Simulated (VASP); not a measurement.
# ScNb (P3m1) in VASP: single point with PBE

Aim: the single point of ScNb with PBE.

Program: VASP 6.6.1. These are calculated values, not measurements. Logs are shortened: lines on timing, memory, paths and dates and some standing lists are left out, and cuts for length are marked.

### 1 The cell of the first run

The structure is trigonal, space group P3m1 (No. 156). The conventional cell has a = 3.066 Å, b = 3.066 Å, c = 5.072 Å, α = 90.00°, β = 90.00°, γ = 120.00°. Sc (site symmetry 3m) has 6 Nb at 2.70 to 3.51 Å and 6 Sc at 3.07 Å within 3.6 Å. Nb (site symmetry 3m) has 6 Sc at 2.70 to 3.51 Å and 6 Nb at 3.07 Å within 3.6 Å.

### 2 Single point, PBE, collinear spin, zero start

INCAR

```
SYSTEM = ScNb
  PREC = Accurate
  ENCUT = 500
  EDIFF = 1E-6
  ISMEAR = -1
  SIGMA = 0.06802846561497
  LREAL = .False.
  LASPH = .True.
  NELM = 200
  ALGO = Normal
  ISIF = 2
  LWAVE = .False.
  LCHARG = .False.
  ISPIN = 2
  MAGMOM = 0 0
  LORBIT = 11
  LMAXMIX = 4
  GGA = PE
  NBANDS = 23
  GGA_COMPAT = .False.
```

KPOINTS

```
Automatic mesh
0
Gamma
  3 3 1
  0 0 0
```

POSCAR

```
ScNb
1.0
    3.0656443612      0.0000000000      0.0000000000
   -1.5328221806      2.6549258957      0.0000000000
    0.0000000000      0.0000000000      5.0721940000
Sc Nb
1 1
Direct
    0.0000000000      0.0000000000      0.0000000000
    0.3333333333      0.6666666667      0.5985766712
```

Potentials or basis: VASP PAW PBE potentials, release 64 (Sc_sv, Nb_sv).

Launch:

```bash
$ cat potpaw_PBE.64/Sc_sv/POTCAR potpaw_PBE.64/Nb_sv/POTCAR > POTCAR
$ mpirun -np 1 vasp_std > vasp.out
```

OUTCAR:

```text
SYSTEM = ScNb
   PREC = Accurate
   ENCUT = 500
   EDIFF = 1E-6
   ISMEAR = -1
   LREAL = .False.
   LASPH = .True.
   NELM = 200
   ISIF = 2
   ISPIN = 2
   LORBIT = 11
   GGA = PE

 ion  position               nearest neighbor table
   1  0.000  0.000  0.000-   2 2.70   2 2.70   2 2.70
   2  0.333  0.667  0.599-   1 2.70   1 2.70   1 2.70

  LATTYP: Found a hexagonal cell.
 ALAT       =     3.0656443612
 C/A-ratio  =     1.6545278585

  Lattice vectors:

 A1 = (   3.0656443612,   0.0000000000,   0.0000000000)
 A2 = (  -1.5328221806,   2.6549258957,   0.0000000000)
 A3 = (   0.0000000000,   0.0000000000,   5.0721940000)

Analysis of symmetry for initial positions (statically):
=====================================================================
 Subroutine PRICEL returns:
 Original cell was already a primitive cell.

 Routine SETGRP: Setting up the symmetry group for a
 hexagonal supercell.

 Subroutine GETGRP returns: Found  6 space group operations
 (whereof  6 operations were pure point group operations)
 out of a pool of 24 trial point group operations.

The static configuration has the point symmetry C_3v.

Analysis of symmetry for dynamics (positions and initial velocities):
=====================================================================
 Subroutine PRICEL returns:
 Original cell was already a primitive cell.

 Routine SETGRP: Setting up the symmetry group for a
 hexagonal supercell.

 Subroutine GETGRP returns: Found  6 space group operations
 (whereof  6 operations were pure point group operations)
 out of a pool of 24 trial point group operations.

The dynamic configuration has the point symmetry C_3v.

Analysis of structural, dynamic, and magnetic symmetry:
=====================================================================
 Subroutine PRICEL returns:
 Original cell was already a primitive cell.

 Routine SETGRP: Setting up the symmetry group for a
 hexagonal supercell.

 Subroutine GETGRP returns: Found  6 space group operations
 (whereof  6 operations were pure point group operations)
 out of a pool of 24 trial point group operations.

The overall configuration has the point symmetry C_3v.

 Subroutine INISYM returns: Found  6 space group operations
 (whereof  6 operations are pure point group operations),
[... 90 lines left out ...]
   EFERMI_NEDOS =   21; number of points for ismear=-14 and -15
   IALGO  =     38    algorithm
   IMIX   =      4    mixing-type and parameters
     AMIX     =   0.40;   BMIX     =  1.00
     AMIX_MAG =   1.60;   BMIX_MAG =  1.00
  volume/ion in A,a.u.               =      20.64       139.30
  Fermi-wavevector in a.u.,A,eV,Ry     =   1.366329  2.581987 25.400097  1.866854
  Thomas-Fermi vector in A             =   2.492479
   LORBIT       =     11    0 simple, 1 ext, 2 COOP (PROOUT), +10 PAW based schemes
   GGA     = PE    functional components
   LHFCALC =     F    Hartree Fock is set to
   AEXX    =    0.0000 exact exchange contribution
   IVDW    =     0    specifies the selected vdW correction
   LEPSILON=     F    determine dielectric tensor
   LRPA    =     F    only Hartree local field effects (RPA)
 spin polarized calculation
  energy-cutoff  :      500.00
  volume of cell :       41.28
 maximum number of plane-waves:      1075
 NGX is ok and might be reduce to    24
   NGX = 11   NGY = 11   NGZ = 19

 number of electron      24.0000000 magnetization       0.0000664

 number of electron      24.0000000 magnetization      -0.0000055

 Free energy of the ion-electron system (eV)
  ---------------------------------------------------
  ext. energy  EPLUGINS =         0.00000000
  ---------------------------------------------------
  free energy    TOTEN  =       -15.57329940 eV

  energy without entropy =      -15.54981538  energy(sigma->0) =      -15.56155739

 E-fermi :   7.2399     XC(G=0): -11.1135

 val. band max:        7.0540730047   @ k =   0.3333   0.3333   0.0000
 cond. band min:       7.4177731405   @ k =   0.0000   0.0000   0.0000
 fundamental gap:      0.3637001357
 Fermi energy:         7.2398539337

 spin component 1

 k-point     1 :       0.0000    0.0000    0.0000
  band No.  band energies     occupation
      1     -47.4174      1.00000
      2     -41.8736      1.00000
      3     -23.6198      1.00000
      4     -23.1038      1.00000
      5     -23.1038      1.00000
      6     -20.5078      1.00000
[... 67 lines left out ...]
     22      18.2200      0.00000
     23      19.2132      0.00000
 Fermi energy:         7.2398539337

 spin component 2

 k-point     1 :       0.0000    0.0000    0.0000
  band No.  band energies     occupation
      1     -47.4175      1.00000
      2     -41.8736      1.00000
      3     -23.6198      1.00000
      4     -23.1038      1.00000
      5     -23.1038      1.00000
      6     -20.5078      1.00000
[... 67 lines left out ...]
     22      18.2200      0.00000
     23      19.2134      0.00000

------------------------ aborting loop because EDIFF is reached ----------------------------------------

  FORCE on cell =-STRESS in cart. coord.  units (eV):
  Direction    XX          YY          ZZ          XY          YZ          ZX
  --------------------------------------------------------------------------------------
  -------------------------------------------------------------------------------------
  Total        3.6193088      3.6193088     -0.1297237      0.0000000     -0.0000000      0.0000000
  in kB      140.4643732    140.4643732     -5.0345424      0.0000000     -0.0000000      0.0000000
  external PRESSURE =      91.9647347 kB  Pullay stress =       0.0000000 kB

 VOLUME and BASIS-vectors are now :
 -----------------------------------------------------------------------------
  energy-cutoff  :      500.00
  volume of cell :       41.28
      direct lattice vectors                 reciprocal lattice vectors
     3.065644361  0.000000000  0.000000000     0.326195697  0.188329174  0.000000000
    -1.532822181  2.654925896  0.000000000     0.000000000  0.376658347  0.000000000
     0.000000000  0.000000000  5.072194000     0.000000000  0.000000000  0.197153342

 POSITION                                       TOTAL-FORCE (eV/Angst)
 -----------------------------------------------------------------------------------
      0.00000      0.00000      0.00000        -0.000000      0.000000      4.378955
     -0.00000      1.76995      3.03610         0.000000     -0.000000     -4.378955
 -----------------------------------------------------------------------------------
    total drift:                                0.000000     -0.000000      0.000402

  FREE ENERGIE OF THE ION-ELECTRON SYSTEM (eV)
  ---------------------------------------------------
  free  energy   TOTEN  =       -15.5732994042 eV

  energy  without entropy=      -15.5498153758  energy(sigma->0) =      -15.56155739

 total charge

# of ion       s       p       d       tot
------------------------------------------
    1        2.308   6.202   1.163   9.674
    2        2.195   5.994   2.488  10.677
--------------------------------------------------
tot          4.503  12.196   3.651  20.350

 magnetization (x)

# of ion       s       p       d       tot
------------------------------------------
    1        0.000   0.000  -0.000   0.000
    2       -0.000   0.000   0.000  -0.000
--------------------------------------------------
tot         -0.000   0.000   0.000  -0.000
```

OSZICAR:

```text
N       E                     dE             d eps       ncg     rms          rms(c)
DAV:   1     0.257670433178E+03    0.25767E+03   -0.11257E+04   276   0.108E+03
DAV:   2     0.615057919108E+00   -0.25706E+03   -0.25048E+03   276   0.403E+02
DAV:   3    -0.160123120306E+02   -0.16627E+02   -0.15863E+02   521   0.875E+01
DAV:   4    -0.167144932350E+02   -0.70218E+00   -0.69617E+00   395   0.159E+01
DAV:   5    -0.167588796764E+02   -0.44386E-01   -0.44383E-01   452   0.298E+00    0.100E+01
DAV:   6    -0.158465049013E+02    0.91237E+00   -0.34850E+00   449   0.158E+01    0.418E+00
DAV:   7    -0.157708517308E+02    0.75653E-01   -0.34639E+00   380   0.902E+00    0.271E+00
DAV:   8    -0.155766719935E+02    0.19418E+00   -0.82278E-01   396   0.588E+00    0.941E-01
DAV:   9    -0.155740748551E+02    0.25971E-02   -0.42054E-02   448   0.186E+00    0.294E-01
DAV:  10    -0.155733269013E+02    0.74795E-03   -0.99336E-03   397   0.616E-01    0.963E-02
DAV:  11    -0.155733335150E+02   -0.66138E-05   -0.88863E-04   448   0.297E-01    0.443E-02
DAV:  12    -0.155733008416E+02    0.32673E-04   -0.15147E-04   388   0.815E-02    0.143E-02
DAV:  13    -0.155732996815E+02    0.11601E-05   -0.11560E-05   372   0.227E-02    0.570E-03
DAV:  14    -0.155732994042E+02    0.27737E-06   -0.74624E-06   300   0.192E-02
   1 F= -.15573299E+02 E0= -.15561557E+02  d E =-.234840E-01  mag=    -0.0000
```

stdout:

```text
POSCAR found type information on POSCAR ScNb
 POSCAR found :  2 types and       2 ions
 scaLAPACK will be used
 LDA part: xc-table for (Slater+PW92), standard interpolation
 POSCAR, INCAR and KPOINTS ok, starting setup
 FFT: planning ... GRIDC
 FFT: planning ... GRID_SOFT
 FFT: planning ... GRID
 WAVECAR not read
 entering main loop
```

Wall time 16 s (1 thread of Intel Xeon 8259CL, shared host); peak memory 0.17 GiB.

Results:

```
Free energy                                           : -15.5733 eV
Pressure                                              : 9.2 GPa
Largest force                                         : 4.379 eV/Å
Band gap on the k mesh                                : zero (filled and empty bands overlap)
Net moment                                            : 0.00 μB per cell
Valence electrons inside the program's atomic spheres : Sc 9.67; Nb 10.68
```

Forces on the atoms (eV/Å):
```
Sc   0.000  0.000  4.379
Nb   0.000  0.000 -4.379
```

Caveat: the k points lie up to 1.24 Å⁻¹ apart; forces of over 1 eV/Å act on the atoms, so gaps and moduli don't describe the material at rest.
